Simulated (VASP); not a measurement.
# WC (P1) in VASP: notebook, part 2 of 3

VASP 6.6.1.

## (3) Single point, PBE

File INCAR:

```
  PREC = Accurate
  ENCUT = 520
  EDIFF = 1E-6
  ISMEAR = -1
  SIGMA = 0.3
  LREAL = Auto
  LASPH = T
  NELM = 100
  ALGO = Normal
  ISIF = 2
  LWAVE = F
  LCHARG = F
  GGA = PE
  NBANDS = 86
```

File KPOINTS:

```
Automatic mesh
0
Gamma
  3 3 3
```

File POSCAR:

```
WC
1.0
   -2.9993780000     -5.1950750000      0.0000000000
    4.4990670000     -2.5975380000      0.0000000000
    0.0000000000      0.0000000000      5.8881830000
W C
8 8
Direct
    0.7591035350      0.4367213119     -0.0155905481
    0.7939647013      0.4828779518      0.4914589102
    0.4862614048      0.0199556397      0.0396387137
    0.5291852723      0.0342796993      0.5325751594
    0.2341905009      0.4870622812     -0.0309603149
    0.2660605817      0.5088646725      0.4946687289
    0.0163670779     -0.0099818355     -0.0031418860
    0.0419113514      0.0066475972      0.5109555868
    0.5713142705      0.6413301811      0.2745838572
    0.5283048792      0.5869852643      0.7472763669
    0.2762404153      0.1886056430      0.2506545737
    0.2575434465      0.1110830640      0.7733964790
    0.0919169135      0.6982322264      0.2691492435
   -0.0172876679      0.6674823356      0.7266418180
    0.8520084232      0.1666779624      0.2792542283
    0.7898452404      0.0819602014      0.7216148004
```

Potentials or basis: VASP PAW PBE potentials, release 64 (W_sv, C).

Started as:

```bash
cat potpaw_PBE.64/W_sv/POTCAR potpaw_PBE.64/C/POTCAR > POTCAR
mpirun -np 1 vasp_std > vasp.out
```

OUTCAR:

```text
PREC = Accurate
   ENCUT = 520
   EDIFF = 1E-6
   ISMEAR = -1
   LREAL = Auto
   LASPH = T
   NELM = 100
   ISIF = 2
   GGA = PE

 ion  position               nearest neighbor table
   1  0.759  0.437  0.984-  10 2.12  15 2.30   9 2.31  14 2.35  16 2.41   3 2.73   7 2.79   5 2.86
                             2 2.92   2 3.00   5 3.16   7 3.26   3 3.46
   2  0.794  0.483  0.491-   9 2.02  14 2.03  15 2.09  10 2.26  13 2.48  16 2.48   4 2.83   6 2.84
                             8 2.89   1 2.92   1 3.00   8 3.10   6 3.17   4 3.28
   3  0.486  0.020  0.040-  11 1.97  12 2.14   9 2.46  16 2.63  15 2.72   1 2.73   7 2.83   5 2.89
                             4 2.91   4 3.00   5 3.18   7 3.19   1 3.46
   4  0.529  0.034  0.533-  16 1.94  12 2.20  11 2.39  15 2.54   9 2.56  10 2.65   2 2.83   3 2.91
                             8 2.93   6 2.94   3 3.00   8 3.08   6 3.16   2 3.28
   5  0.234  0.487  0.969-  13 2.25  10 2.26  12 2.27  14 2.28  11 2.28   6 2.80   1 2.86   3 2.89
                             7 2.90   7 2.93   6 3.10   1 3.16   3 3.18
   6  0.266  0.509  0.495-  13 1.96  11 2.20  10 2.20  14 2.33   9 2.35  12 2.64   5 2.80   2 2.84
                             8 2.92   4 2.94   8 2.94   5 3.10   4 3.16   2 3.17
   7  0.016  0.990  0.997-  12 2.05  15 2.14  16 2.17  13 2.25  14 2.32  11 2.39   1 2.79   3 2.83
                             8 2.87   5 2.90   5 2.93   8 3.03   3 3.19   1 3.26
   8  0.042  0.007  0.511-  15 1.96  16 1.99  12 2.09  13 2.16  14 2.20  11 2.28   7 2.87   2 2.89
                             6 2.92   4 2.93   6 2.94   7 3.03   4 3.08   2 3.10
   9  0.571  0.641  0.275-   2 2.02   1 2.31   6 2.35   3 2.46   4 2.56
  10  0.528  0.587  0.747-   1 2.12   6 2.20   5 2.26   2 2.26   4 2.65
  11  0.276  0.189  0.251-   3 1.97   6 2.20   5 2.28   8 2.28   4 2.39   7 2.39
  12  0.258  0.111  0.773-   7 2.05   8 2.09   3 2.14   4 2.20   5 2.27   6 2.64
  13  0.092  0.698  0.269-   6 1.96   8 2.16   5 2.25   7 2.25   2 2.48
  14  0.983  0.667  0.727-   2 2.03   8 2.20   5 2.28   7 2.32   6 2.33   1 2.35
  15  0.852  0.167  0.279-   8 1.96   2 2.09   7 2.14   1 2.30   4 2.54   3 2.72
  16  0.790  0.082  0.722-   4 1.94   8 1.99   7 2.17   1 2.41   2 2.48   3 2.63

  LATTYP: Found a simple orthorhombic cell.
 ALAT       =     5.1950753153
 B/A-ratio  =     1.1334162919
 C/A-ratio  =     1.1547004731

  Lattice vectors:

 A1 = (   4.4990670000,  -2.5975380000,   0.0000000000)
 A2 = (   0.0000000000,   0.0000000000,   5.8881830000)
 A3 = (  -2.9993780000,  -5.1950750000,   0.0000000000)

Analysis of symmetry for initial positions (statically):
=====================================================================
 Subroutine PRICEL returns:
 Original cell was already a primitive cell.

 Routine SETGRP: Setting up the symmetry group for a
 simple orthorhombic supercell.

 Subroutine GETGRP returns: Found  1 space group operations
 (whereof  1 operations were pure point group operations)
 out of a pool of  8 trial point group operations.

The static configuration has the point symmetry C_1 .

Analysis of symmetry for dynamics (positions and initial velocities):
=====================================================================
 Subroutine PRICEL returns:
 Original cell was already a primitive cell.

 Routine SETGRP: Setting up the symmetry group for a
 simple orthorhombic supercell.

 Subroutine GETGRP returns: Found  1 space group operations
 (whereof  1 operations were pure point group operations)
 out of a pool of  8 trial point group operations.

The dynamic configuration has the point symmetry C_1 .

 Subroutine INISYM returns: Found  1 space group operations
 (whereof  1 operations are pure point group operations),
 and found     1 'primitive' translations

[... 98 lines left out ...]
   ions per type =               8   8
   NGX,Y,Z   is equivalent  to a cutoff of  13.30, 12.80, 13.55 a.u.
   NGXF,Y,Z  is equivalent  to a cutoff of  26.60, 25.60, 27.10 a.u.
 SYSTEM =  unknown system
   PREC   = accura    normal or accurate (medium, high low for compatibility)
   ISTART =      0    job   : 0-new  1-cont  2-samecut
   ICHARG =      2    charge: 1-file 2-atom 10-const
   ISPIN  =      1    spin polarized calculation?
   LNONCOLLINEAR =      F non collinear calculations
   LSORBIT =      F    spin-orbit coupling
   LASPH  =      T    aspherical Exc in radial PAW
   ENCUT  =  520.0 eV  38.22 Ry    6.18 a.u.  11.15  9.66 10.95*2*pi/ulx,y,z
   NELM   =    100;   NELMIN=  2; NELMDL= -5     # of ELM steps
   EDIFF  = 0.1E-05   stopping-criterion for ELM
   LREAL  =      T    real-space projection
   EDIFFG = 0.1E-04   stopping-criterion for IOM
   NSW    =      0    number of steps for IOM
   IBRION =     -1    ionic relax: 0-MD 1-quasi-New 2-CG
   NFREE  =      0    steps in history (QN), initial steepest desc. (CG)
   ISIF   =      2    stress and relaxation
   ISYM   =      2    0-nonsym 1-usesym 2-fastsym
   POTIM  = 0.5000    time-step for ionic-motion
   TEBEG  =    0.0;   TEEND  =   0.0 temperature during run
   PSTRESS=    0.0 pullay stress
   NELECT =     144.0000    total number of electrons
   NUPDOWN=      -1.0000    fix difference up-down
   EMIN   =  10.00;   EMAX   =-10.00  energy-range for DOS
   EFERMI =   0.00;   METHOD = LEGACY
   ISMEAR =    -1;   SIGMA  =   0.30  broadening in eV -4-tet -1-fermi 0-gaus
   EFERMI_NEDOS =   21; number of points for ismear=-14 and -15
   IALGO  =     38    algorithm
   IMIX   =      4    mixing-type and parameters
     AMIX     =   0.40;   BMIX     =  1.00
     AMIX_MAG =   1.60;   BMIX_MAG =  1.00
  volume/ion in A,a.u.               =      11.47        77.39
  Fermi-wavevector in a.u.,A,eV,Ry     =   1.510025  2.853534 31.023682  2.280176
  Thomas-Fermi vector in A             =   2.620270
   LORBIT       =      0    0 simple, 1 ext, 2 COOP (PROOUT), +10 PAW based schemes
   GGA     = PE    functional components
   LHFCALC =     F    Hartree Fock is set to
   AEXX    =    0.0000 exact exchange contribution
   IVDW    =     0    specifies the selected vdW correction
   LEPSILON=     F    determine dielectric tensor
   LRPA    =     F    only Hartree local field effects (RPA)
 non-spin polarized calculation
  energy-cutoff  :      520.00
  volume of cell :      183.50
 maximum number of plane-waves:      4954
 NGX is ok and might be reduce to    48
   NGX = 23   NGY = 19   NGZ = 21

 number of electron     144.0000003 magnetization

 Free energy of the ion-electron system (eV)
  ---------------------------------------------------
  ext. energy  EPLUGINS =         0.00000000
  ---------------------------------------------------
  free energy    TOTEN  =      -169.87283993 eV

  energy without entropy =     -168.03022245  energy(sigma->0) =     -168.95153119

 E-fermi :  10.1321     XC(G=0): -13.1860

 val. band max:       10.0757687099   @ k =  -0.3333   0.0000   0.3333
 cond. band min:      10.1336123460   @ k =   0.3333  -0.3333  -0.3333
 fundamental gap:      0.0578436361
 Fermi energy:        10.1320800152

 k-point     1 :       0.0000    0.0000    0.0000
  band No.  band energies     occupation
      1     -64.3722      2.00000
      2     -64.3149      2.00000
      3     -64.2872      2.00000
      4     -64.2841      2.00000
      5     -64.2644      2.00000
      6     -64.1346      2.00000
[... 1207 lines left out ...]
     83      12.9847      0.00015
     84      13.3072      0.00005
 [bands above 84 left out]

------------------------ aborting loop because EDIFF is reached ----------------------------------------

  FORCE on cell =-STRESS in cart. coord.  units (eV):
  Direction    XX          YY          ZZ          XY          YZ          ZX
  --------------------------------------------------------------------------------------
  -------------------------------------------------------------------------------------
  Total       -2.7567532     -0.9469974     -7.9436200      4.7586236     -6.3562064     -3.1821941
  in kB      -24.0698910     -8.2684679    -69.3577031     41.5487150    -55.4976042    -27.7845204
  external PRESSURE =     -33.8986873 kB  Pullay stress =       0.0000000 kB

 VOLUME and BASIS-vectors are now :
 -----------------------------------------------------------------------------
  energy-cutoff  :      520.00
  volume of cell :      183.50
      direct lattice vectors                 reciprocal lattice vectors
    -2.999378000 -5.195075000  0.000000000    -0.083350627 -0.144367495  0.000000000
     4.499067000 -2.597538000  0.000000000     0.166701221 -0.096244997  0.000000000
     0.000000000  0.000000000  5.888183000     0.000000000  0.000000000  0.169831678

 POSITION                                       TOTAL-FORCE (eV/Angst)
 -----------------------------------------------------------------------------------
     -0.31200     -5.07800      5.79638         2.416501     -1.059066      1.106473
     -0.20890     -5.37900      2.89380         1.436416      1.151349      0.099307
     -1.36870     -2.57800      0.23340        -4.362344     -1.044883     -2.025075
     -1.43300     -2.83820      3.13590        -2.821617      2.946084     -2.660826
      1.48890     -2.48180      5.70588        -0.822011     -2.392682      2.478283
      1.49140     -2.70400      2.91270        -2.892860     -2.090751      0.388485
[... 8 lines left out ...]
     -1.80560     -4.85920      1.64430         3.450603      2.980092     -2.625474
     -2.00030     -4.31620      4.24900         3.272401     -0.815042      3.897897
 -----------------------------------------------------------------------------------
    total drift:                               -0.004772     -0.000753     -0.001097

  FREE ENERGIE OF THE ION-ELECTRON SYSTEM (eV)
  ---------------------------------------------------
  free  energy   TOTEN  =      -169.8728399284 eV

  energy  without entropy=     -168.0302224456  energy(sigma->0) =     -168.95153119
```

It took 8.7 min on 1 thread of Intel Xeon 8259CL, shared host; peak memory 0.37 GiB.

What came out:

| Quantity | Value |
| --- | --- |
| Free energy | -169.8728 eV |
| Pressure | -3.4 GPa |
| Largest force | 5.261 eV/Å |
| Band gap on the k mesh | zero (bands 72 and 73 overlap by 0.20 eV) |

Forces in eV/Å, atoms in the order of the input:
```
W    2.417 -1.059  1.106
W    1.436  1.151  0.099
W   -4.362 -1.045 -2.025
W   -2.822  2.946 -2.661
W   -0.822 -2.393  2.478
W   -2.893 -2.091  0.388
W   -1.353  0.858  1.068
W   -3.152  0.238 -1.605
C    2.534  0.600 -1.414
C    1.828  0.608  0.042
C    0.604 -0.237  0.817
C    0.990 -2.425  0.075
C    1.500  2.341 -2.046
C   -2.627 -1.658  2.404
C    3.451  2.980 -2.625
C    3.272 -0.815  3.898
```

Stress tensor (GPa, compression positive):
```
-2.41  4.15 -2.78
 4.15 -0.83 -5.55
-2.78 -5.55 -6.94
```

Caveat: the k points lie up to 0.40 Å⁻¹ apart; so wide a smearing shifts energies and pressures; spin-orbit coupling is left out, which moves the levels of the heavy elements; forces of over 1 eV/Å act on the atoms, so gaps and moduli don't describe the material at rest.

(Continued in part 3 of 3.)

The gap in the log of VASP goes by the Fermi energy; the results here count the filled bands.